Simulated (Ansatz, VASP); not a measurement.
**Two plane-wave programs on CdS**

Contents of POSCAR:

```
CdS
1.0
    0.0000000000      2.9165000000      2.9165000000
    2.9165000000      0.0000000000      2.9165000000
    2.9165000000      2.9165000000      0.0000000000
Cd S
1 1
Direct
    0.0000000000      0.0000000000      0.0000000000
    0.7500000000      0.7500000000      0.7500000000
```

The input INCAR.step1:

```
PREC = Accurate ; ENCUT = 520
EDIFF = 1E-5 ; ISMEAR = -1
SIGMA = 0.05 ; LREAL = False
LASPH = True ; NELM = 100
ALGO = Normal ; ISIF = 2
LWAVE = True ; NBANDS = 16
GGA = PE
```

The input INCAR.step2:

```
PREC = Accurate ; ENCUT = 520
EDIFF = 1E-7 ; ISMEAR = -1
SIGMA = 0.05 ; LREAL = False
LASPH = True ; NELM = 100
ALGO = Normal ; ISIF = 2
LWAVE = False ; LCHARG = True
METAGGA = R2SCAN ; LHFCALC = True
AEXX = 0.1 ; LMIXTAU = True
PRECFOCK = Normal ; LELF = True
LVHAR = True ; NBANDS = 16
ISTART = 1
```

Contents of KPOINTS:

```
regular mesh
0
Gamma
  4 4 4
```

input.yaml

```yaml
crystal:
  lattice:
    - [0.0, 2.9165, 2.9165]
    - [2.9165, 0.0, 2.9165]
    - [2.9165, 2.9165, 0.0]
  atoms:
    - { symbol: Cd, position: [0.0, 0.0, 0.0] }
    - { symbol: S, position: [0.75, 0.75, 0.75] }
hamiltonian:
  xc: r2scanh
  pseudopotentials: { kind: paw }
kpoints:
  mp_grid: { grid: [4, 4, 4] }
  band_path:
    path:
      - [[0.0, 0.0, 0.0], [0.5, 0.0, 0.5], [0.5, 0.25, 0.75], [0.375, 0.375, 0.75], [0.0, 0.0, 0.0], [0.5, 0.5, 0.5], [0.625, 0.25, 0.625], [0.5, 0.25, 0.75], [0.5, 0.5, 0.5], [0.375, 0.375, 0.75]]
      - [[0.625, 0.25, 0.625], [0.5, 0.0, 0.5]]
    npoints: 4
scf:
  occupations: { method: fermi_dirac, width: 0.05 }
  n_extra_bands: 6
output:
  forces: true
  stress: true
  eigenvalues: true
  fatbands: false
```

Alike in both runs: functional r2SCANh; k mesh 4 × 4 × 4; occupations fermi-dirac, width 0.05 eV; no spin polarisation.

```csv
,VASP,Ansatz
version,VASP 6.6.1,Ansatz 0.2.0
potentials or method,"VASP PAW PBE potentials, release 64 (Cd, S)",Ansatz PAW
plane-wave cutoff (eV),520,500
valence electrons in the cell,18,26
task,single point,band structure
```

Ansatz gave:

| Property | Result |
| --- | --- |
| gap on the k mesh at the Fermi level (eV) | 2.19 |
| least direct gap on the mesh (eV) | 2.19 |
| pressure (GPa) | 1.4 |

Question: What did VASP give for the same quantities?

Answer: gap on the k mesh at the Fermi level (eV): 2.20; least direct gap on the mesh (eV): 2.20; pressure (GPa): 1.7.

VASP's potentials were made for PBE, not for r2SCANh. The functional is the same, so the differences come from potentials, cutoffs and numerics. VASP's potentials hold 18 valence electrons a cell and Ansatz's 26, so a difference there can come from the potentials and not from the codes.

The k mesh is coarse, so the values compare programs but aren't converged.
